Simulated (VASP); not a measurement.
Write the native input for VASP 6.6.1 that does the following.

- Task: single point
- Functional: LDA
- Potentials or basis: VASP PAW LDA potentials, release 64 (Ni, Al)
- Cutoff: 520 eV
- k mesh: 13 × 9 × 9
- Occupations: fermi-dirac, width 0.1 eV
- Spin: no spin polarisation
- Dipole correction: no
- Further INCAR settings: ALGO = Normal; EDIFF = 1e-06; NBANDS = 21

The structure of AlNi (CsCl type) lies in POSCAR:

```
AlNi
1.0
    0.0000000000      0.0000000000      2.8328540745
    2.8328540745     -2.8328540745      0.0000000000
    2.8328540745      2.8328540745      0.0000000000
Ni Al
2 2
Direct
    0.0000000000      0.0000000000      0.0000000000
    0.0000000000      0.5000000000      0.5000000000
    0.5000000000      0.5000000000      0.0000000000
    0.5000000000      0.0000000000      0.5000000000
```

These files were run (other wordings do the same):

INCAR

```
SYSTEM = AlNi
PREC = Accurate ; ENCUT = 520
EDIFF = 1E-6 ; ISMEAR = -1
SIGMA = 0.1 ; LREAL = .FALSE.
LASPH = .TRUE. ; NELM = 80
ALGO = Normal ; ISIF = 2
LWAVE = .FALSE. ; LCHARG = .FALSE.
NBANDS = 21
```

KPOINTS

```
regular mesh
0
G
  13 9 9
  0 0 0
```

Potentials or basis: VASP PAW LDA potentials, release 64 (Ni, Al).

Run with:

```console
$ cat potpaw_LDA.64/Ni/POTCAR potpaw_LDA.64/Al/POTCAR > POTCAR
$ mpirun -np 1 vasp_std > vasp.out
```

It gave:

* Pressure: 0.4 GPa
* Band gap on the k mesh: zero (band 13 reaches 12.29 eV, above the bottom of band 14 at 9.42 eV)

Run time: 72 s on 1 thread of AMD EPYC 7R43 64-Core Processor (Zen 3), with other jobs on the host, peak memory 0.16 GiB.
